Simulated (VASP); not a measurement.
# GdMn3 (Pm-3m) in VASP: further runs

GdMn3 is run at these levels: PBE+U; tasks: single point.

All numbers are computed with VASP 6.6.1; they aren't measurements. Logs are shortened: lines on timing, memory, paths and dates and some standing lists are left out, and cuts for length are marked.

### 1 The cell of the first run

Symmetry: Pm-3m, No. 221, cubic system. Conventional cell: a = 4.034 Å, b = 4.034 Å, c = 4.034 Å, α = 90.00°, β = 90.00°, γ = 90.00°. Gd (site symmetry m-3m) has 12 Mn at 2.85 Å within 3.8 Å. Within 3.8 Å of Mn (site symmetry 4/mmm) lie 4 Gd at 2.85 Å and 8 Mn at 2.85 Å.

### 2 Single point, PBE+U, collinear spin, ferromagnetic start

File INCAR:

```
SYSTEM = GdMn3
ALGO = Normal ; EDIFF = 1E-7
ENCUT = 520 ; GGA = PE
ISIF = 2 ; ISMEAR = 0
ISPIN = 2 ; LASPH = .TRUE.
LCHARG = .TRUE. ; LDAU = .TRUE.
LDAUJ = 0 0 ; LDAUL = 3 -1
LDAUPRINT = 1 ; LDAUTYPE = 2
LDAUU = 6 0 ; LELF = .TRUE.
LMAXMIX = 6 ; LORBIT = 11
LREAL = .FALSE. ; LVHAR = .TRUE.
LWAVE = .FALSE. ; MAGMOM = 7 3.5 3.5 3.5
NBANDS = 40 ; NELM = 150
PREC = Accurate ; SIGMA = 0.05
```

File KPOINTS:

```
k-points
0
G
  6 6 6
  0 0 0
```

File POSCAR:

```
GdMn3
1.0
    4.0342885670      0.0000000000      0.0000000000
    0.0000000000      4.0342885670      0.0000000000
    0.0000000000      0.0000000000      4.0342885670
Gd Mn
1 3
Direct
    0.0000000000      0.0000000000      0.0000000000
    0.0000000000      0.5000000000      0.5000000000
    0.5000000000      0.5000000000      0.0000000000
    0.5000000000      0.0000000000      0.5000000000
```

Potentials or basis: VASP PAW PBE potentials, release 64 (Gd, Mn_pv).

Started as:

```sh
$ cat potpaw_PBE.64/Gd/POTCAR potpaw_PBE.64/Mn_pv/POTCAR > POTCAR
$ mpirun -np 1 vasp_std > vasp.out
```

OUTCAR:

```text
SYSTEM = GdMn3
   EDIFF = 1E-7
   ENCUT = 520
   GGA = PE
   ISIF = 2
   ISMEAR = 0
   ISPIN = 2
   LASPH = .TRUE.
   LORBIT = 11
   LREAL = .FALSE.
   NELM = 150
   PREC = Accurate

 ion  position               nearest neighbor table
   1  0.000  0.000  0.000-   2 2.85   3 2.85   4 2.85   2 2.85   4 2.85   2 2.85   3 2.85   2 2.85
                             3 2.85   4 2.85   4 2.85   3 2.85
   2  0.000  0.500  0.500-   1 2.85   3 2.85   4 2.85   1 2.85   3 2.85   1 2.85   4 2.85   1 2.85
                             3 2.85   4 2.85   3 2.85   4 2.85
   3  0.500  0.500  0.000-   1 2.85   2 2.85   4 2.85   2 2.85   4 2.85   1 2.85   4 2.85   4 2.85
                             1 2.85   2 2.85   2 2.85   1 2.85
   4  0.500  0.000  0.500-   1 2.85   2 2.85   3 2.85   1 2.85   3 2.85   2 2.85   3 2.85   3 2.85
                             1 2.85   2 2.85   1 2.85   2 2.85

  LATTYP: Found a simple cubic cell.
 ALAT       =     4.0342885670

  Lattice vectors:

 A1 = (   4.0342885670,   0.0000000000,   0.0000000000)
 A2 = (   0.0000000000,   4.0342885670,   0.0000000000)
 A3 = (   0.0000000000,   0.0000000000,   4.0342885670)

Analysis of symmetry for initial positions (statically):
=====================================================================
 Subroutine PRICEL returns:
 Original cell was already a primitive cell.

 Routine SETGRP: Setting up the symmetry group for a
 simple cubic supercell.

 Subroutine GETGRP returns: Found 48 space group operations
 (whereof 48 operations were pure point group operations)
 out of a pool of 48 trial point group operations.

The static configuration has the point symmetry O_h .

Analysis of symmetry for dynamics (positions and initial velocities):
=====================================================================
 Subroutine PRICEL returns:
 Original cell was already a primitive cell.

 Routine SETGRP: Setting up the symmetry group for a
 simple cubic supercell.

 Subroutine GETGRP returns: Found 48 space group operations
 (whereof 48 operations were pure point group operations)
 out of a pool of 48 trial point group operations.

The dynamic configuration has the point symmetry O_h .

Analysis of structural, dynamic, and magnetic symmetry:
=====================================================================
 Subroutine PRICEL returns:
 Original cell was already a primitive cell.

 Routine SETGRP: Setting up the symmetry group for a
 simple cubic supercell.

 Subroutine GETGRP returns: Found 48 space group operations
 (whereof 48 operations were pure point group operations)
 out of a pool of 48 trial point group operations.

The overall configuration has the point symmetry O_h .

 Subroutine INISYM returns: Found 48 space group operations
 (whereof 48 operations are pure point group operations),
 and found     1 'primitive' translations

----------------------------------------------------------------------------------------
[... 145 lines left out ...]
  0.0000  0.0000 -0.0000 -0.0000  0.0000  0.9901 -0.0000
 -0.0000  0.0000 -0.0000 -0.0000 -0.0005 -0.0000  0.9907

spin component  2

  0.0045 -0.0000  0.0027  0.0000  0.0000  0.0000 -0.0000
 -0.0000  0.0144 -0.0000 -0.0000  0.0000  0.0000 -0.0000
  0.0027 -0.0000  0.0031 -0.0000 -0.0000 -0.0000 -0.0000
  0.0000 -0.0000 -0.0000  0.0066 -0.0000 -0.0000 -0.0000
  0.0000  0.0000 -0.0000 -0.0000  0.0031  0.0000 -0.0027
  0.0000  0.0000 -0.0000 -0.0000  0.0000  0.0010  0.0000
 -0.0000 -0.0000 -0.0000 -0.0000 -0.0027  0.0000  0.0045

 occupancies and eigenvectors

  o =  0.0010  v =  0.0000  0.0000  0.0000  0.0000  0.0000  0.0000  0.0000 -0.0000 -0.0000  0.0000  0.0000 -0.0000  1.0000 -0.0000      0.0000  0.0000  0.0000  0.0000  0.0000  0.0000  0.0000  0.0000  0.0000  0.0000  0.0000  0.0000  0.0000  0.0000
  o =  0.0010  v =  0.0000  0.0000  0.0000  0.0000  0.0000  0.0000  0.0000 -0.0066  0.0000  0.0085  0.0000  0.7905  0.0000  0.6123      0.0000  0.0000  0.0000  0.0000  0.0000  0.0000  0.0000  0.0000  0.0000  0.0000  0.0000  0.0000  0.0000  0.0000
  o =  0.0010  v =  0.0000  0.0000  0.0000  0.0000  0.0000  0.0000  0.0000  0.6123 -0.0000 -0.7905 -0.0000  0.0085  0.0000  0.0066      0.0000  0.0000  0.0000  0.0000  0.0000  0.0000  0.0000  0.0000  0.0000  0.0000  0.0000  0.0000  0.0000  0.0000
  o =  0.0066  v =  0.0000  0.0000  0.0000  0.0000  0.0000  0.0000  0.0000 -0.0070 -0.0000 -0.0054 -0.0000  0.6123 -0.0000 -0.7905      0.0000  0.0000  0.0000  0.0000  0.0000  0.0000  0.0000  0.0000  0.0000  0.0000  0.0000  0.0000  0.0000  0.0000
  o =  0.0066  v =  0.0000  0.0000  0.0000  0.0000  0.0000  0.0000  0.0000  0.7905  0.0000  0.6123  0.0000  0.0054 -0.0000 -0.0070      0.0000  0.0000  0.0000  0.0000  0.0000  0.0000  0.0000  0.0000  0.0000  0.0000  0.0000  0.0000  0.0000  0.0000
  o =  0.0066  v =  0.0000  0.0000  0.0000  0.0000  0.0000  0.0000  0.0000 -0.0000 -0.0000 -0.0000  1.0000  0.0000 -0.0000 -0.0000      0.0000  0.0000  0.0000  0.0000  0.0000  0.0000  0.0000  0.0000  0.0000  0.0000  0.0000  0.0000  0.0000  0.0000
  o =  0.0144  v =  0.0000  0.0000  0.0000  0.0000  0.0000  0.0000  0.0000 -0.0000  1.0000 -0.0000  0.0000  0.0000  0.0000 -0.0000      0.0000  0.0000  0.0000  0.0000  0.0000  0.0000  0.0000  0.0000  0.0000  0.0000  0.0000  0.0000  0.0000  0.0000
  o =  0.9901  v =  0.0000 -0.0000  0.0000  0.0000 -0.7906  0.0035 -0.6124  0.0000  0.0000  0.0000  0.0000  0.0000  0.0000  0.0000      0.0000  0.0000  0.0000  0.0000  0.0000  0.0000  0.0000  0.0000  0.0000  0.0000  0.0000  0.0000  0.0000  0.0000
  o =  0.9901  v = -0.6124  0.0000  0.7906  0.0000  0.0000  0.0000 -0.0000  0.0000  0.0000  0.0000  0.0000  0.0000  0.0000  0.0000      0.0000  0.0000  0.0000  0.0000  0.0000  0.0000  0.0000  0.0000  0.0000  0.0000  0.0000  0.0000  0.0000  0.0000
  o =  0.9901  v =  0.0000  0.0000 -0.0000  0.0000  0.0027  1.0000  0.0021  0.0000  0.0000  0.0000  0.0000  0.0000  0.0000  0.0000      0.0000  0.0000  0.0000  0.0000  0.0000  0.0000  0.0000  0.0000  0.0000  0.0000  0.0000  0.0000  0.0000  0.0000
  o =  0.9910  v =  0.0000  0.0000 -0.0000  1.0000  0.0001 -0.0000 -0.0001  0.0000  0.0000  0.0000  0.0000  0.0000  0.0000  0.0000      0.0000  0.0000  0.0000  0.0000  0.0000  0.0000  0.0000  0.0000  0.0000  0.0000  0.0000  0.0000  0.0000  0.0000
  o =  0.9910  v =  0.0000 -0.0000 -0.0000 -0.0001  0.6124  0.0000 -0.7906  0.0000  0.0000  0.0000  0.0000  0.0000  0.0000  0.0000      0.0000  0.0000  0.0000  0.0000  0.0000  0.0000  0.0000  0.0000  0.0000  0.0000  0.0000  0.0000  0.0000  0.0000
  o =  0.9910  v = -0.7906 -0.0000 -0.6124 -0.0000 -0.0000 -0.0000  0.0000  0.0000  0.0000  0.0000  0.0000  0.0000  0.0000  0.0000      0.0000  0.0000  0.0000  0.0000  0.0000  0.0000  0.0000  0.0000  0.0000  0.0000  0.0000  0.0000  0.0000  0.0000
  o =  0.9920  v =  0.0000  1.0000 -0.0000 -0.0000  0.0000 -0.0000 -0.0000  0.0000  0.0000  0.0000  0.0000  0.0000  0.0000  0.0000      0.0000  0.0000  0.0000  0.0000  0.0000  0.0000  0.0000  0.0000  0.0000  0.0000  0.0000  0.0000  0.0000  0.0000

 number of electron      57.0000083 magnetization      16.6856635

 Free energy of the ion-electron system (eV)
  ---------------------------------------------------
  ext. energy  EPLUGINS =         0.00000000
  ---------------------------------------------------
  free energy    TOTEN  =       -36.62444956 eV

  energy without entropy =      -36.62228834  energy(sigma->0) =      -36.62336895

 E-fermi :   6.5234     XC(G=0): -12.1023

 val. band max:        6.5154415229   @ k =   0.5000   0.1667   0.0000
 cond. band min:       6.5799076775   @ k =   0.3333   0.3333   0.0000
 fundamental gap:      0.0644661546
 Fermi energy:         6.5233915226

 spin component 1

 k-point     1 :       0.0000    0.0000    0.0000
  band No.  band energies     occupation
      1     -42.7102      1.00000
      2     -42.7102      1.00000
      3     -42.7102      1.00000
      4     -42.6710      1.00000
      5     -42.6710      1.00000
      6     -42.6710      1.00000
[... 849 lines left out ...]
     39       7.8201      0.00000
     40       8.2015      0.00000
 Fermi energy:         6.5233915226

 spin component 2

 k-point     1 :       0.0000    0.0000    0.0000
  band No.  band energies     occupation
      1     -39.4289      1.00000
      2     -39.4289      1.00000
      3     -39.4289      1.00000
      4     -39.3834      1.00000
      5     -39.3834      1.00000
      6     -39.3834      1.00000
[... 849 lines left out ...]
     39      11.0294      0.00000
     40      11.0294      0.00000

------------------------ aborting loop because EDIFF is reached ----------------------------------------

  FORCE on cell =-STRESS in cart. coord.  units (eV):
  Direction    XX          YY          ZZ          XY          YZ          ZX
  --------------------------------------------------------------------------------------
  -------------------------------------------------------------------------------------
  Total        2.1770082      2.1770082      2.1770082     -0.0000000      0.0000000      0.0000000
  in kB       53.1214302     53.1214302     53.1214302     -0.0000000      0.0000000      0.0000000
  external PRESSURE =      53.1214302 kB  Pullay stress =       0.0000000 kB

 VOLUME and BASIS-vectors are now :
 -----------------------------------------------------------------------------
  energy-cutoff  :      520.00
  volume of cell :       65.66
      direct lattice vectors                 reciprocal lattice vectors
     4.034288567  0.000000000  0.000000000     0.247875179  0.000000000  0.000000000
     0.000000000  4.034288567  0.000000000     0.000000000  0.247875179  0.000000000
     0.000000000  0.000000000  4.034288567     0.000000000  0.000000000  0.247875179

 POSITION                                       TOTAL-FORCE (eV/Angst)
 -----------------------------------------------------------------------------------
      0.00000      0.00000      0.00000         0.000000      0.000000      0.000000
      0.00000      2.01714      2.01714         0.000000      0.000000      0.000000
      2.01714      2.01714      0.00000         0.000000      0.000000      0.000000
      2.01714      0.00000      2.01714         0.000000      0.000000      0.000000
 -----------------------------------------------------------------------------------
    total drift:                                0.000000      0.000000     -0.000000

  FREE ENERGIE OF THE ION-ELECTRON SYSTEM (eV)
  ---------------------------------------------------
  free  energy   TOTEN  =       -36.6244495597 eV

  energy  without entropy=      -36.6222883440  energy(sigma->0) =      -36.62336895

 total charge

# of ion       s       p       d       f       tot
--------------------------------------------------
    1        2.087   5.579   0.767   6.965  15.399
    2        0.350   6.216   5.041   0.000  11.608
    3        0.350   6.216   5.041   0.000  11.608
    4        0.350   6.216   5.041   0.000  11.608
--------------------------------------------------
tot          3.138  24.228  15.891   6.965  50.222

 magnetization (x)

# of ion       s       p       d       f       tot
--------------------------------------------------
    1       -0.005  -0.043  -0.034   6.893   6.811
    2        0.006   0.017   3.095   0.000   3.118
    3        0.006   0.017   3.095   0.000   3.118
    4        0.006   0.017   3.095   0.000   3.118
--------------------------------------------------
tot          0.013   0.009   9.251   6.893  16.166
```

Wall time 7.9 min (1 thread of Oxide Virtual Turin-like, shared host); peak memory 0.22 GiB.

Results:

```
Free energy                                           : -36.6244 eV
Pressure                                              : 5.3 GPa
Net moment                                            : 16.69 μB per cell
Site moments                                          : Gd +6.81; Mn +3.12 μB
Valence electrons inside the program's atomic spheres : Gd 15.40; Mn 11.61
```

Eigenvalues of the final occupation matrices:
```csv
site,spin,trace,eigenvalues
site 1 f,1,6.94,0.99 0.99 0.99 0.99 0.99 0.99 0.99
site 1 f,2,0.04,0.00 0.00 0.00 0.01 0.01 0.01 0.01
```

Caveat: the cell stands under pressure; spin-orbit coupling is left out, which moves the levels of the heavy elements. The state reached can hang on the start; a lower one may exist.

### 3 Single point, PBE+U, collinear spin, ferrimagnetic start (17.09 Å³/atom)

This run uses another cell than the first one, of 17.09 Å³/atom.

File INCAR:

```
SYSTEM = GdMn3
ALGO = Normal ; EDIFF = 1E-6
ENCUT = 520 ; GGA = PE
ISIF = 2 ; ISMEAR = 0
ISPIN = 2 ; LASPH = .True.
LCHARG = .True. ; LDAU = .True.
LDAUJ = 0 0 ; LDAUL = 3 -1
LDAUPRINT = 1 ; LDAUTYPE = 2
LDAUU = 6 0 ; LELF = .True.
LMAXMIX = 6 ; LORBIT = 11
LREAL = .False. ; LVHAR = .True.
LWAVE = .False. ; MAGMOM = 7.93 -3.66 -3.66 -3.66
NBANDS = 40 ; NELM = 150
PREC = Accurate ; SIGMA = 0.05
```

File KPOINTS:

```
k-points
0
Gamma
  6 6 6
  0 0 0
```

File POSCAR:

```
GdMn3
1.0
    4.0889126878      0.0000000000      0.0000000000
    0.0000000000      4.0889126878      0.0000000000
    0.0000000000      0.0000000000      4.0889126878
Gd Mn
1 3
Direct
    0.0000000000      0.0000000000      0.0000000000
    0.0000000000      0.5000000000      0.5000000000
    0.5000000000      0.5000000000      0.0000000000
    0.5000000000      0.0000000000      0.5000000000
```

Potentials or basis: VASP PAW PBE potentials, release 64 (Gd, Mn_pv).

Started as:

```sh
$ cat potpaw_PBE.64/Gd/POTCAR potpaw_PBE.64/Mn_pv/POTCAR > POTCAR
$ mpirun -np 1 vasp_std > vasp.out
```

OUTCAR:

```text
SYSTEM = GdMn3
   EDIFF = 1E-6
   ENCUT = 520
   GGA = PE
   ISIF = 2
   ISMEAR = 0
   ISPIN = 2
   LASPH = .True.
   LORBIT = 11
   LREAL = .False.
   NELM = 150
   PREC = Accurate

 ion  position               nearest neighbor table
   1  0.000  0.000  0.000-   2 2.89   3 2.89   4 2.89   2 2.89   4 2.89   2 2.89   3 2.89   2 2.89
                             3 2.89   4 2.89   4 2.89   3 2.89
   2  0.000  0.500  0.500-   1 2.89   3 2.89   4 2.89   1 2.89   3 2.89   1 2.89   4 2.89   1 2.89
[... 1995 lines left out ...]
     0.000000000  4.088912688  0.000000000     0.000000000  0.244563794  0.000000000
     0.000000000  0.000000000  4.088912688     0.000000000  0.000000000  0.244563794

 POSITION                                       TOTAL-FORCE (eV/Angst)
 -----------------------------------------------------------------------------------
      0.00000      0.00000      0.00000         0.000000      0.000000      0.000000
      0.00000      2.04446      2.04446         0.000000      0.000000      0.000000
      2.04446      2.04446      0.00000         0.000000      0.000000      0.000000
      2.04446      0.00000      2.04446         0.000000      0.000000      0.000000
 -----------------------------------------------------------------------------------
    total drift:                                0.000000      0.000000     -0.000000

  FREE ENERGIE OF THE ION-ELECTRON SYSTEM (eV)
  ---------------------------------------------------
  free  energy   TOTEN  =       -36.9121953690 eV

  energy  without entropy=      -36.9094597680  energy(sigma->0) =      -36.91082757

 total charge

# of ion       s       p       d       f       tot
--------------------------------------------------
    1        2.086   5.578   0.768   6.948  15.380
    2        0.342   6.205   5.015   0.000  11.561
    3        0.342   6.205   5.015   0.000  11.561
    4        0.342   6.205   5.015   0.000  11.561
--------------------------------------------------
tot          3.110  24.193  15.812   6.948  50.063

 magnetization (x)

# of ion       s       p       d       f       tot
--------------------------------------------------
    1        0.017  -0.096   0.257   6.878   7.055
    2       -0.007  -0.001  -3.268   0.000  -3.276
    3       -0.007  -0.001  -3.268   0.000  -3.276
    4       -0.007  -0.001  -3.268   0.000  -3.276
--------------------------------------------------
tot         -0.005  -0.099  -9.547   6.878  -2.773
```

OSZICAR:

```text
N       E                     dE             d eps       ncg     rms          rms(c)
DAV:   1     0.562124974835E+03    0.56212E+03   -0.28173E+04  4952   0.657E+03
DAV:   2     0.347847843657E+02   -0.52734E+03   -0.49319E+03  4672   0.938E+02
[... 11 lines left out ...]
DAV:  14    -0.369122231675E+02    0.30929E-03   -0.98993E-04  5056   0.201E-01    0.285E+00
DAV:  15    -0.369121710006E+02    0.52167E-04   -0.77747E-04  4680   0.252E-01    0.112E+00
DAV:  16    -0.369121831168E+02   -0.12116E-04   -0.12341E-04  5448   0.656E-02    0.980E-02
DAV:  17    -0.369121933563E+02   -0.10240E-04   -0.32481E-05  4520   0.310E-02    0.112E-01
DAV:  18    -0.369121946817E+02   -0.13254E-05   -0.45849E-06  3208   0.172E-02    0.483E-02
DAV:  19    -0.369121953690E+02   -0.68731E-06   -0.15713E-06  2664   0.150E-02
   1 F= -.36912195E+02 E0= -.36910828E+02  d E =-.273560E-02  mag=    -2.6589
```

Run time: 4.6 min. Hardware: 1 thread of Oxide Virtual Turin-like, shared host; peak memory 0.21 GiB.

Results:

| Property | Result |
| --- | --- |
| Free energy | -36.9122 eV |
| Pressure | 2.5 GPa |
| Net moment | -2.66 μB per cell |
| Site moments | Gd +7.05; Mn -3.28 μB |
| Valence electrons inside the program's atomic spheres | Gd 15.38; Mn 11.56 |

Eigenvalues of the final occupation matrices:
| site | spin | trace | eigenvalues |
| --- | --- | --- | --- |
| site 1 f | 1 | 6.92 | 0.99 0.99 0.99 0.99 0.99 0.99 0.99 |
| site 1 f | 2 | 0.04 | 0.00 0.00 0.00 0.01 0.01 0.01 0.01 |

Caveat: spin-orbit coupling is left out, which moves the levels of the heavy elements. The state reached can hang on the start; a lower one may exist.
